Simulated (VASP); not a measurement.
# BeAs2C (P-4m2) in VASP: further runs

Aim: see how the results for BeAs2C move with the level of theory and the settings. Levels: LDA, r2SCAN. Tasks: single point.

All numbers are computed with VASP 6.6.1; they aren't measurements. Logs are shortened: lines on timing, memory, paths and dates and some standing lists are left out, and cuts for length are marked.

## 1. The cell of the first run

Symmetry: P-4m2, No. 115, tetragonal system. The conventional cell has a = 3.425 Å, b = 3.425 Å, c = 4.897 Å, α = 90.00°, β = 90.00°, γ = 90.00°. Within 2.8 Å of Be (site symmetry -4m2) lie 4 As at 2.14 Å. As (site symmetry 2mm) has 2 C at 2.08 Å and 2 Be at 2.14 Å within 2.7 Å. C (site symmetry -4m2) has 4 As at 2.08 Å within 2.7 Å.

## 2. Single point, LDA

Contents of INCAR:

```
ALGO = Normal
EDIFF = 1E-6
ENCUT = 520
GGA = CA
ISIF = 2
ISMEAR = -1
LASPH = T
LCHARG = F
LREAL = F
LWAVE = F
NBANDS = 16
NELM = 60
PREC = Accurate
SIGMA = 0.02
```

Contents of KPOINTS:

```
k-points
0
Gamma
  6 6 4
```

Contents of POSCAR:

```
BeAs2C
1.0
    3.4247097982      0.0000000000      0.0000000000
    0.0000000000      3.4247097982      0.0000000000
    0.0000000000      0.0000000000      4.8968630612
Be As C
1 2 1
Direct
    0.0000000000      0.0000000000      0.0000000000
    0.0000000000      0.5000000000      0.2605674643
    0.5000000000      0.0000000000      0.7394325357
    0.5000000000      0.5000000000      0.5000000000
```

Potentials or basis: VASP PAW LDA potentials, release 64 (Be, As, C).

The run is started by

```sh
$ cat potpaw_LDA.64/Be/POTCAR potpaw_LDA.64/As/POTCAR potpaw_LDA.64/C/POTCAR > POTCAR
$ mpirun -np 1 vasp_std > vasp.out
```

OUTCAR:

```text
EDIFF = 1E-6
   ENCUT = 520
   GGA = CA
   ISIF = 2
   ISMEAR = -1
   LASPH = T
   LREAL = F
   NELM = 60
   PREC = Accurate

 ion  position               nearest neighbor table
   1  0.000  0.000  0.000-   2 2.14   3 2.14   2 2.14   3 2.14
   2  0.000  0.500  0.261-   4 2.08   4 2.08   1 2.14   1 2.14
   3  0.500  0.000  0.739-   4 2.08   4 2.08   1 2.14   1 2.14
   4  0.500  0.500  0.500-   2 2.08   3 2.08   3 2.08   2 2.08

  LATTYP: Found a simple tetragonal cell.
 ALAT       =     3.4247097982
 C/A-ratio  =     1.4298621926

  Lattice vectors:

 A1 = (   3.4247097982,   0.0000000000,   0.0000000000)
 A2 = (   0.0000000000,   3.4247097982,   0.0000000000)
 A3 = (   0.0000000000,   0.0000000000,   4.8968630612)

Analysis of symmetry for initial positions (statically):
=====================================================================
 Subroutine PRICEL returns:
 Original cell was already a primitive cell.

 Routine SETGRP: Setting up the symmetry group for a
 simple tetragonal supercell.

 Subroutine GETGRP returns: Found  8 space group operations
 (whereof  8 operations were pure point group operations)
 out of a pool of 16 trial point group operations.

The static configuration has the point symmetry D_2d.

Analysis of symmetry for dynamics (positions and initial velocities):
=====================================================================
 Subroutine PRICEL returns:
 Original cell was already a primitive cell.

 Routine SETGRP: Setting up the symmetry group for a
 simple tetragonal supercell.

 Subroutine GETGRP returns: Found  8 space group operations
 (whereof  8 operations were pure point group operations)
 out of a pool of 16 trial point group operations.

The dynamic configuration has the point symmetry D_2d.

 Subroutine INISYM returns: Found  8 space group operations
 (whereof  8 operations are pure point group operations),
 and found     1 'primitive' translations

----------------------------------------------------------------------------------------

                                     Primitive cell

  volume of cell :      57.4335

  direct lattice vectors                    reciprocal lattice vectors
     3.424709798  0.000000000  0.000000000     0.291995544  0.000000000  0.000000000
     0.000000000  3.424709798  0.000000000     0.000000000  0.291995544  0.000000000
     0.000000000  0.000000000  4.896863061     0.000000000  0.000000000  0.204212368

  length of vectors
     3.424709798  3.424709798  4.896863061     0.291995544  0.291995544  0.204212368

  position of ions in fractional coordinates (direct lattice)
     0.000000000  0.000000000  0.000000000
     0.000000000  0.500000000  0.260567464
     0.500000000  0.000000000  0.739432536
     0.500000000  0.500000000  0.500000000

  ion indices of the primitive-cell ions
   primitive index   ion index
                 1           1
                 2           2
                 3           3
                 4           4

----------------------------------------------------------------------------------------

 KPOINTS: k-points

Automatic generation of k-mesh.
 Grid dimensions read from file:
 generate k-points for:    6    6    4

 Generating k-lattice:

  Cartesian coordinates                     Fractional coordinates (reciprocal lattice)
     0.048665924  0.000000000  0.000000000     0.166666667  0.000000000  0.000000000
     0.000000000  0.048665924  0.000000000     0.000000000  0.166666667  0.000000000
     0.000000000  0.000000000  0.051053092     0.000000000  0.000000000  0.250000000

  Length of vectors
     0.048665924  0.048665924  0.051053092

  Shift w.r.t. Gamma in fractional coordinates (k-lattice)
     0.000000000  0.000000000  0.000000000

 Subroutine IBZKPT returns following result:
 ===========================================

 Found     30 irreducible k-points:

 Following reciprocal coordinates:
            Coordinates               Weight
  0.000000  0.000000  0.000000      1.000000
  0.166667  0.000000  0.000000      4.000000
  0.333333  0.000000  0.000000      4.000000
  0.500000  0.000000  0.000000      2.000000
  0.166667  0.166667  0.000000      4.000000
  0.333333  0.166667  0.000000      8.000000
[... 16 lines left out ...]
  0.333333  0.000000  0.500000      4.000000
  0.500000  0.000000  0.500000      2.000000
 [... further k-points ...]
   k-points           NKPTS =     30   k-points in BZ     NKDIM =     30   number of bands    NBANDS=     16
   number of dos      NEDOS =    301   number of ions     NIONS =      4
   total plane-waves  NPLWV =  28224
   dimension x,y,z NGX =    28 NGY =   28 NGZ =   36
   dimension x,y,z NGXF=    56 NGYF=   56 NGZF=   72
   ions per type =               1   2   1
   NGX,Y,Z   is equivalent  to a cutoff of  13.59, 13.59, 12.22 a.u.
   NGXF,Y,Z  is equivalent  to a cutoff of  27.18, 27.18, 24.44 a.u.
 SYSTEM =  unknown system
   PREC   = accura    normal or accurate (medium, high low for compatibility)
   ISTART =      0    job   : 0-new  1-cont  2-samecut
   ICHARG =      2    charge: 1-file 2-atom 10-const
   ISPIN  =      1    spin polarized calculation?
   LNONCOLLINEAR =      F non collinear calculations
   LSORBIT =      F    spin-orbit coupling
   LASPH  =      T    aspherical Exc in radial PAW
   ENCUT  =  520.0 eV  38.22 Ry    6.18 a.u.   6.37  6.37  9.10*2*pi/ulx,y,z
   NELM   =     60;   NELMIN=  2; NELMDL= -5     # of ELM steps
   EDIFF  = 0.1E-05   stopping-criterion for ELM
   LREAL  =      F    real-space projection
   EDIFFG = 0.1E-04   stopping-criterion for IOM
   NSW    =      0    number of steps for IOM
   IBRION =     -1    ionic relax: 0-MD 1-quasi-New 2-CG
   NFREE  =      0    steps in history (QN), initial steepest desc. (CG)
   ISIF   =      2    stress and relaxation
   ISYM   =      2    0-nonsym 1-usesym 2-fastsym
   POTIM  = 0.5000    time-step for ionic-motion
   TEBEG  =    0.0;   TEEND  =   0.0 temperature during run
   PSTRESS=    0.0 pullay stress
   NELECT =      16.0000    total number of electrons
   NUPDOWN=      -1.0000    fix difference up-down
   EMIN   =  10.00;   EMAX   =-10.00  energy-range for DOS
   EFERMI =   0.00;   METHOD = LEGACY
   ISMEAR =    -1;   SIGMA  =   0.02  broadening in eV -4-tet -1-fermi 0-gaus
   EFERMI_NEDOS =   21; number of points for ismear=-14 and -15
   IALGO  =     38    algorithm
   IMIX   =      4    mixing-type and parameters
     AMIX     =   0.40;   BMIX     =  1.00
     AMIX_MAG =   1.60;   BMIX_MAG =  1.00
  volume/ion in A,a.u.               =      14.36        96.90
  Fermi-wavevector in a.u.,A,eV,Ry     =   1.069202  2.020498 15.554076  1.143192
  Thomas-Fermi vector in A             =   2.204874
   LORBIT       =      0    0 simple, 1 ext, 2 COOP (PROOUT), +10 PAW based schemes
   GGA     = CA    functional components
   LHFCALC =     F    Hartree Fock is set to
   AEXX    =    0.0000 exact exchange contribution
   IVDW    =     0    specifies the selected vdW correction
   LEPSILON=     F    determine dielectric tensor
   LRPA    =     F    only Hartree local field effects (RPA)
 non-spin polarized calculation
  energy-cutoff  :      520.00
  volume of cell :       57.43
 maximum number of plane-waves:      1570
 NGX is ok and might be reduce to    28
   NGX = 13   NGY = 13   NGZ = 19

 number of electron      16.0000000 magnetization

 Free energy of the ion-electron system (eV)
  ---------------------------------------------------
  ext. energy  EPLUGINS =         0.00000000
  ---------------------------------------------------
  free energy    TOTEN  =       -23.25227603 eV

  energy without entropy =      -23.25196145  energy(sigma->0) =      -23.25211874

 E-fermi :   5.8989     XC(G=0): -10.4810

 val. band max:        5.8641308135   @ k =   0.5000   0.5000   0.0000
 cond. band min:       5.9677016418   @ k =   0.1667   0.0000   0.0000
 fundamental gap:      0.1035708283
 Fermi energy:         5.8989195563

 k-point     1 :       0.0000    0.0000    0.0000
  band No.  band energies     occupation
      1      -9.9914      2.00000
      2      -5.4660      2.00000
      3      -2.7560      2.00000
      4       1.1508      2.00000
      5       1.1508      2.00000
      6       4.9473      2.00000
[... 8 lines left out ...]
     15      14.8746      0.00000
     16      16.4900      0.00000

 k-point     2 :       0.1667    0.0000    0.0000
  band No.  band energies     occupation
      1      -9.7211      2.00000
      2      -5.4331      2.00000
      3      -2.7438      2.00000
      4       0.1007      2.00000
      5       1.3385      2.00000
      6       4.0921      2.00000
[... 8 lines left out ...]
     15      15.6514      0.00000
     16      15.7467      0.00000

 k-point     3 :       0.3333    0.0000    0.0000
  band No.  band energies     occupation
      1      -8.9788      2.00000
      2      -5.7924      2.00000
      3      -2.8153      2.00000
      4      -0.2687      2.00000
      5       1.7868      2.00000
      6       2.0389      2.00000
[... 8 lines left out ...]
     15      14.1903      0.00000
     16      15.1216      0.00000

 k-point     4 :       0.5000    0.0000    0.0000
  band No.  band energies     occupation
      1      -8.3263      2.00000
      2      -6.4537      2.00000
      3      -2.6664      2.00000
      4       0.6518      2.00000
      5       0.6846      2.00000
      6       1.2796      2.00000
[... 8 lines left out ...]
     15      13.2975      0.00000
     16      14.9225      0.00000

 k-point     5 :       0.1667    0.1667    0.0000
  band No.  band energies     occupation
      1      -9.4495      2.00000
      2      -5.3638      2.00000
      3      -2.7961      2.00000
      4       0.2495      2.00000
      5       0.3778      2.00000
      6       3.7380      2.00000
[... 8 lines left out ...]
     15      14.0589      0.00000
     16      14.8507      0.00000

 k-point     6 :       0.3333    0.1667    0.0000
  band No.  band energies     occupation
      1      -8.7005      2.00000
      2      -5.6169      2.00000
      3      -3.0238      2.00000
      4      -0.0623      2.00000
      5       0.8191      2.00000
      6       2.0675      2.00000
[... 8 lines left out ...]
     15      13.2348      0.00000
     16      13.9227      0.00000
[... 267 lines left out ...]
 k-point    21 :       0.0000    0.0000    0.5000
  band No.  band energies     occupation
      1      -9.5801      2.00000
      2      -7.0549      2.00000
      3       0.0333      2.00000
      4       1.5112      2.00000
      5       1.5112      2.00000
      6       2.3046      2.00000
[... 8 lines left out ...]
     15      14.5000      0.00000
     16      14.5000      0.00000

 k-point    22 :       0.1667    0.0000    0.5000
  band No.  band energies     occupation
      1      -9.3224      2.00000
      2      -6.8478      2.00000
      3      -1.2152      2.00000
      4       0.9090      2.00000
      5       1.6516      2.00000
      6       2.6148      2.00000
[... 8 lines left out ...]
     15      13.2973      0.00000
     16      13.7322      0.00000

 k-point    23 :       0.3333    0.0000    0.5000
  band No.  band energies     occupation
      1      -8.6412      2.00000
      2      -6.3972      2.00000
      3      -3.1217      2.00000
      4      -0.5442      2.00000
      5       1.9636      2.00000
      6       2.9473      2.00000
[... 8 lines left out ...]
     15      13.0765      0.00000
     16      15.6104      0.00000

 k-point    24 :       0.5000    0.0000    0.5000
  band No.  band energies     occupation
      1      -8.1127      2.00000
      2      -6.2531      2.00000
      3      -3.8866      2.00000
      4      -1.4233      2.00000
      5       2.1395      2.00000
      6       3.2261      2.00000
[... 8 lines left out ...]
     15      13.9397      0.00000
     16      14.9081      0.00000

 [... further k-points ...]

------------------------ aborting loop because EDIFF is reached ----------------------------------------

  FORCE on cell =-STRESS in cart. coord.  units (eV):
  Direction    XX          YY          ZZ          XY          YZ          ZX
  --------------------------------------------------------------------------------------
  -------------------------------------------------------------------------------------
  Total       -1.2875727     -1.2875727     -1.2630192      0.0000000     -0.0000000      0.0000000
  in kB      -35.9183887    -35.9183887    -35.2334378      0.0000000     -0.0000000      0.0000000
  external PRESSURE =     -35.6900717 kB  Pullay stress =       0.0000000 kB

 VOLUME and BASIS-vectors are now :
 -----------------------------------------------------------------------------
  energy-cutoff  :      520.00
  volume of cell :       57.43
      direct lattice vectors                 reciprocal lattice vectors
     3.424709798  0.000000000  0.000000000     0.291995544  0.000000000  0.000000000
     0.000000000  3.424709798  0.000000000     0.000000000  0.291995544  0.000000000
     0.000000000  0.000000000  4.896863061     0.000000000  0.000000000  0.204212368

 POSITION                                       TOTAL-FORCE (eV/Angst)
 -----------------------------------------------------------------------------------
      0.00000      0.00000      0.00000         0.000000     -0.000000      0.000000
      0.00000      1.71235      1.27596        -0.000000     -0.000000      0.004155
      1.71235      0.00000      3.62090         0.000000     -0.000000     -0.004155
      1.71235      1.71235      2.44843         0.000000      0.000000      0.000000
 -----------------------------------------------------------------------------------
    total drift:                                0.000000      0.000000      0.000000

  FREE ENERGIE OF THE ION-ELECTRON SYSTEM (eV)
  ---------------------------------------------------
  free  energy   TOTEN  =       -23.2522760336 eV

  energy  without entropy=      -23.2519614538  energy(sigma->0) =      -23.25211874
```

Wall time 9.6 s (1 thread of Intel Xeon Platinum 8481C at 2.70GHz (Sapphire Rapids), shared host); peak memory 0.17 GiB.

What came out:

```yaml
Free_energy: -23.2523 eV
Pressure: -3.6 GPa
Largest_force: 0.004 eV/Å
Band_gap_on_the_k_mesh: zero (bands 8 and 9 overlap by 0.62 eV)
```

Forces in eV/Å, atoms in the order of the input:
```
Be   0.000  0.000  0.000
As   0.000  0.000  0.004
As   0.000  0.000 -0.004
C    0.000  0.000  0.000
```

Caveat: the cell stands under tension.

(Part 1 of 2 ends here.)
